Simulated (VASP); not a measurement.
# Al (Fm-3m) in VASP: relaxation of cell and atoms with r2SCAN

Aim: the relaxation of cell and atoms of Al with r2SCAN.

Program: VASP 6.6.1. These are calculated values, not measurements. Logs are shortened: lines on timing, memory, paths and dates and some standing lists are left out, and cuts for length are marked.

### 1 The cell of the first run

Symmetry: Fm-3m, No. 225, cubic system. The conventional cell has a = 4.039 Å, b = 4.039 Å, c = 4.039 Å, α = 90.00°, β = 90.00°, γ = 90.00°. Within 3.8 Å of Al (site symmetry m-3m) lie 12 Al at 2.86 Å.

### 2 Relaxation of cell and atoms, r2SCAN

Contents of POSCAR:

```
Al
1.0
    0.0000000000      2.0194648466      2.0194648466
    2.0194648466      0.0000000000      2.0194648466
    2.0194648466      2.0194648466      0.0000000000
Al
1
Direct
    0.0000000000      0.0000000000      0.0000000000
```

Contents of INCAR.step1:

```
PREC     = Accurate       # precision mode
ENCUT    = 600            # plane-wave cutoff, eV
ISMEAR   = 0              # smearing method
SIGMA    = 0.1            # smearing width, eV
LREAL    = False          # projectors in reciprocal space
LASPH    = True           # aspherical terms in the spheres
NELM     = 80             # most SCF steps
GGA      = PE             # functional
ALGO     = Normal         # electronic algorithm
EDIFF    = 1E-4           # SCF threshold, eV
LWAVE    = True           # write WAVECAR
LCHARG   = False          # write CHGCAR
```

Contents of INCAR.step2:

```
PREC     = Accurate       # precision mode
ENCUT    = 600            # plane-wave cutoff, eV
EDIFF    = 1E-6           # SCF threshold, eV
ISMEAR   = 0              # smearing method
SIGMA    = 0.1            # smearing width, eV
LREAL    = False          # projectors in reciprocal space
LASPH    = True           # aspherical terms in the spheres
NELM     = 80             # most SCF steps
ALGO     = Normal         # electronic algorithm
ISIF     = 3              # what is computed and relaxed
LWAVE    = False          # write WAVECAR
LCHARG   = False          # write CHGCAR
METAGGA  = R2SCAN         # meta-GGA
LMIXTAU  = True         
IBRION   = 2              # ionic algorithm
NSW      = 100            # ionic steps
EDIFFG   = -0.01          # ionic threshold
ISTART   = 1
```

Contents of KPOINTS:

```
regular mesh
0
Gamma
  24 24 24
```

Potentials or basis: VASP PAW PBE potentials, release 64 (Al).

Command:

```sh
> cat potpaw_PBE.64/Al/POTCAR > POTCAR
> cp INCAR.step1 INCAR
> mpirun -np 1 vasp_std > vasp.out
> cp INCAR.step2 INCAR
> mpirun -np 1 vasp_std > vasp.out
```

OUTCAR:

```text
PREC = Accurate
   ENCUT = 600
   EDIFF = 1E-6
   ISMEAR = 0
   LREAL = False
   LASPH = True
   NELM = 80
   ISIF = 3
   METAGGA = R2SCAN
   IBRION = 2
   NSW = 100
   EDIFFG = -0.01
   ISTART = 1

 ion  position               nearest neighbor table
   1  0.000  0.000  0.000-

  LATTYP: Found a face centered cubic cell.
 ALAT       =     4.0389296932

  Lattice vectors:

 A1 = (   0.0000000000,   2.0194648466,   2.0194648466)
 A2 = (   2.0194648466,   0.0000000000,   2.0194648466)
 A3 = (   2.0194648466,   2.0194648466,   0.0000000000)

Analysis of symmetry for initial positions (statically):
=====================================================================
 Subroutine PRICEL returns:
 Original cell was already a primitive cell.

 Routine SETGRP: Setting up the symmetry group for a
 face centered cubic supercell.

 Subroutine GETGRP returns: Found 48 space group operations
 (whereof 48 operations were pure point group operations)
 out of a pool of 48 trial point group operations.

The static configuration has the point symmetry O_h .

Analysis of symmetry for dynamics (positions and initial velocities):
=====================================================================
 Subroutine PRICEL returns:
 Original cell was already a primitive cell.

 Routine SETGRP: Setting up the symmetry group for a
 face centered cubic supercell.

 Subroutine GETGRP returns: Found 48 space group operations
 (whereof 48 operations were pure point group operations)
 out of a pool of 48 trial point group operations.

The dynamic configuration has the point symmetry O_h .

 Subroutine INISYM returns: Found 48 space group operations
 (whereof 48 operations are pure point group operations),
 and found     1 'primitive' translations

----------------------------------------------------------------------------------------

                                     Primitive cell

  volume of cell :      16.4717

  direct lattice vectors                    reciprocal lattice vectors
     0.000000000  2.019464847  2.019464847    -0.247590346  0.247590346  0.247590346
     2.019464847  0.000000000  2.019464847     0.247590346 -0.247590346  0.247590346
     2.019464847  2.019464847  0.000000000     0.247590346  0.247590346 -0.247590346

  length of vectors
     2.855954575  2.855954575  2.855954575     0.428839059  0.428839059  0.428839059

  position of ions in fractional coordinates (direct lattice)
     0.000000000  0.000000000  0.000000000

  ion indices of the primitive-cell ions
   primitive index   ion index
                 1           1

----------------------------------------------------------------------------------------

 KPOINTS: regular mesh

Automatic generation of k-mesh.
 Grid dimensions read from file:
 generate k-points for:   24   24   24

 Generating k-lattice:

  Cartesian coordinates                     Fractional coordinates (reciprocal lattice)
    -0.010316264  0.010316264  0.010316264     0.041666667  0.000000000  0.000000000
     0.010316264 -0.010316264  0.010316264     0.000000000  0.041666667  0.000000000
     0.010316264  0.010316264 -0.010316264     0.000000000  0.000000000  0.041666667

  Length of vectors
     0.017868294  0.017868294  0.017868294

  Shift w.r.t. Gamma in fractional coordinates (k-lattice)
     0.000000000  0.000000000  0.000000000

 Subroutine IBZKPT returns following result:
 ===========================================

 Found    413 irreducible k-points:

 Following reciprocal coordinates:
            Coordinates               Weight
  0.000000  0.000000  0.000000      1.000000
  0.041667  0.000000  0.000000      8.000000
  0.083333  0.000000  0.000000      8.000000
  0.125000  0.000000  0.000000      8.000000
  0.166667  0.000000  0.000000      8.000000
  0.208333  0.000000  0.000000      8.000000
[... 16 lines left out ...]
  0.416667  0.041667  0.000000     24.000000
  0.458333  0.041667  0.000000     24.000000
 [... further k-points ...]
   k-points           NKPTS =    413   k-points in BZ     NKDIM =    413   number of bands    NBANDS=      5
   number of dos      NEDOS =    301   number of ions     NIONS =      1
   total plane-waves  NPLWV =  13824
   dimension x,y,z NGX =    24 NGY =   24 NGZ =   24
   dimension x,y,z NGXF=    48 NGYF=   48 NGZF=   48
   ions per type =               1
   NGX,Y,Z   is equivalent  to a cutoff of  13.97, 13.97, 13.97 a.u.
   NGXF,Y,Z  is equivalent  to a cutoff of  27.94, 27.94, 27.94 a.u.
 SYSTEM =  unknown system
   PREC   = accura    normal or accurate (medium, high low for compatibility)
   ISTART =      1    job   : 0-new  1-cont  2-samecut
   ICHARG =      0    charge: 1-file 2-atom 10-const
   ISPIN  =      1    spin polarized calculation?
   LNONCOLLINEAR =      F non collinear calculations
   LSORBIT =      F    spin-orbit coupling
   LASPH  =      T    aspherical Exc in radial PAW
   ENCUT  =  600.0 eV  44.10 Ry    6.64 a.u.   5.70  5.70  5.70*2*pi/ulx,y,z
   NELM   =     80;   NELMIN=  2; NELMDL=  0     # of ELM steps
   EDIFF  = 0.1E-05   stopping-criterion for ELM
   LREAL  =      F    real-space projection
   EDIFFG = -.1E-01   stopping-criterion for IOM
   NSW    =    100    number of steps for IOM
   IBRION =      2    ionic relax: 0-MD 1-quasi-New 2-CG
   NFREE  =      1    steps in history (QN), initial steepest desc. (CG)
   ISIF   =      3    stress and relaxation
   ISYM   =      2    0-nonsym 1-usesym 2-fastsym
   POTIM  = 0.5000    time-step for ionic-motion
   TEBEG  =    0.0;   TEEND  =   0.0 temperature during run
   PSTRESS=    0.0 pullay stress
   NELECT =       3.0000    total number of electrons
   NUPDOWN=      -1.0000    fix difference up-down
   EMIN   =  10.00;   EMAX   =-10.00  energy-range for DOS
   EFERMI =   0.00;   METHOD = LEGACY
   ISMEAR =     0;   SIGMA  =   0.10  broadening in eV -4-tet -1-fermi 0-gaus
   EFERMI_NEDOS =   21; number of points for ismear=-14 and -15
   IALGO  =     38    algorithm
   IMIX   =      4    mixing-type and parameters
     AMIX     =   0.40;   BMIX     =  1.00
     AMIX_MAG =   1.60;   BMIX_MAG =  1.00
  volume/ion in A,a.u.               =      16.47       111.16
  Fermi-wavevector in a.u.,A,eV,Ry     =   0.927974  1.753616 11.716453  0.861135
  Thomas-Fermi vector in A             =   2.054101
   LORBIT       =      0    0 simple, 1 ext, 2 COOP (PROOUT), +10 PAW based schemes
   METAGGA = R2SCAN    functional components
   LHFCALC =     F    Hartree Fock is set to
   AEXX    =    0.0000 exact exchange contribution
   IVDW    =     0    specifies the selected vdW correction
   LEPSILON=     F    determine dielectric tensor
   LRPA    =     F    only Hartree local field effects (RPA)
 conjugate gradient relaxation of ions
 non-spin polarized calculation
 Gauss-broadening in eV      SIGMA  =   0.10
  energy-cutoff  :      600.00
  volume of cell :       16.47
 maximum number of plane-waves:       568
   NGX = 11   NGY = 11   NGZ = 11

--------------------------------------- Ionic step        1  -------------------------------------------

 number of electron       3.0000000 magnetization

 Free energy of the ion-electron system (eV)
  ---------------------------------------------------
  ext. energy  EPLUGINS =         0.00000000
  ---------------------------------------------------
  free energy    TOTEN  =        -6.73176300 eV

  energy without entropy =       -6.72981281  energy(sigma->0) =       -6.73078791

------------------------ aborting loop because EDIFF is reached ----------------------------------------

  FORCE on cell =-STRESS in cart. coord.  units (eV):
  Direction    XX          YY          ZZ          XY          YZ          ZX
  --------------------------------------------------------------------------------------
  -------------------------------------------------------------------------------------
  Total       -0.3425262     -0.3425262     -0.3425262      0.0000000     -0.0000000      0.0000000
  in kB      -33.3169683    -33.3169683    -33.3169683      0.0000000     -0.0000000      0.0000000
  external PRESSURE =     -33.3169683 kB  Pullay stress =       0.0000000 kB
[... 55 lines left out ...]
  energy  without entropy=       -6.7367199425  energy(sigma->0) =       -6.73747664

--------------------------------------- Ionic step        3  -------------------------------------------

 number of electron       3.0000000 magnetization

 Free energy of the ion-electron system (eV)
  ---------------------------------------------------
  ext. energy  EPLUGINS =         0.00000000
  ---------------------------------------------------
  free energy    TOTEN  =        -6.73874508 eV

  energy without entropy =       -6.73715214  energy(sigma->0) =       -6.73794861

 E-fermi :   8.4826     XC(G=0): -11.0609

 val. band max:        8.4731008569   @ k =  -0.2500   0.2917   0.1250
 cond. band min:       8.5199961156   @ k =  -0.2917   0.1667   0.0417
 fundamental gap:      0.0468952587
 Fermi energy:         8.4826033315

 k-point     1 :       0.0000    0.0000    0.0000
  band No.  band energies     occupation
      1      -3.6808      2.00000
      2      22.0118      0.00000
      3      22.0118      0.00000
      4      22.0118      0.00000
      5      24.2529      0.00000

 k-point     2 :       0.0417    0.0000    0.0000
  band No.  band energies     occupation
      1      -3.6293      2.00000
      2      21.0277      0.00000
      3      21.8593      0.00000
      4      21.8593      0.00000
      5      24.4882      0.00000
[... 169 lines left out ...]
 k-point    24 :       0.4583    0.0417    0.0000
  band No.  band energies     occupation
      1       2.0968      2.00000
      2       5.2965      2.00000
      3      19.6678      0.00000
      4      20.1355      0.00000
      5      21.1146      0.00000

 [... further k-points ...]

------------------------ aborting loop because EDIFF is reached ----------------------------------------

  FORCE on cell =-STRESS in cart. coord.  units (eV):
  Direction    XX          YY          ZZ          XY          YZ          ZX
  --------------------------------------------------------------------------------------
  -------------------------------------------------------------------------------------
  Total        0.0035353      0.0035353      0.0035353      0.0000000      0.0000000      0.0000000
  in kB        0.3577574      0.3577574      0.3577574      0.0000000      0.0000000      0.0000000
  external PRESSURE =       0.3577574 kB  Pullay stress =       0.0000000 kB
[... 16 lines left out ...]
  FREE ENERGIE OF THE ION-ELECTRON SYSTEM (eV)
  ---------------------------------------------------
  free  energy   TOTEN  =        -6.7387450775 eV

  energy  without entropy=       -6.7371521393  energy(sigma->0) =       -6.73794861

 reached required accuracy - stopping structural energy minimisation
```

Wall time 83 s (1 thread of Intel Xeon 6975P-C (Granite Rapids), shared host); peak memory 0.17 GiB.

What came out:

- Free energy: -6.7387 eV
- Relaxed volume: 15.83 Å³/atom
- Relaxed cell: a = 2.819 Å, b = 2.819 Å, c = 2.819 Å, α = 60.00°, β = 60.00°, γ = 60.00°
- Space group after relaxing (to 0.1 Å): Fm-3m (No. 225)
- Energy gained by relaxing: 7.0 meV/atom
- Ionic steps: 3
- Pressure after relaxing: 0.0 GPa
- Band gap on the k mesh: zero (an odd number of electrons rules out a gap without spin polarisation)

The path:
```csv
step,energy change (eV),largest force (eV/Å),pressure (GPa),volume (Å³)
1,0.0000,0.0000,-3.33,16.47
2,-0.0065,0.0000,1.04,15.67
3,-0.0070,0.0000,0.04,15.83
```

Final structure:
```cif
data_structure
_symmetry_space_group_name_H-M 'P 1'
_symmetry_Int_Tables_number 1
_cell_length_a 2.8185
_cell_length_b 2.8185
_cell_length_c 2.8185
_cell_angle_alpha 60.000
_cell_angle_beta 60.000
_cell_angle_gamma 60.000
_cell_volume 15.83
loop_
_atom_site_label
_atom_site_type_symbol
_atom_site_fract_x
_atom_site_fract_y
_atom_site_fract_z
_atom_site_occupancy
Al1 Al 0.00000 0.00000 0.00000 1
```

Levels at points of the mesh, in eV from the Fermi level:
| k point | band 1 | band 2 | band 3 | band 4 | band 5 |
| --- | --- | --- | --- | --- | --- |
| (0.00, 0.00, 0.00) | -12.16 | 13.53 | 13.53 | 13.53 | 15.77 |
| (0.50, 0.00, 0.00) | -5.20 | -4.62 | 12.25 | 12.25 | 12.76 |
| (0.50, 0.50, 0.00) | -3.29 | -1.70 | 5.44 | 6.18 | 6.18 |

Caveat: the PAW data sets were made with another functional, which shifts forces and pressure a little.
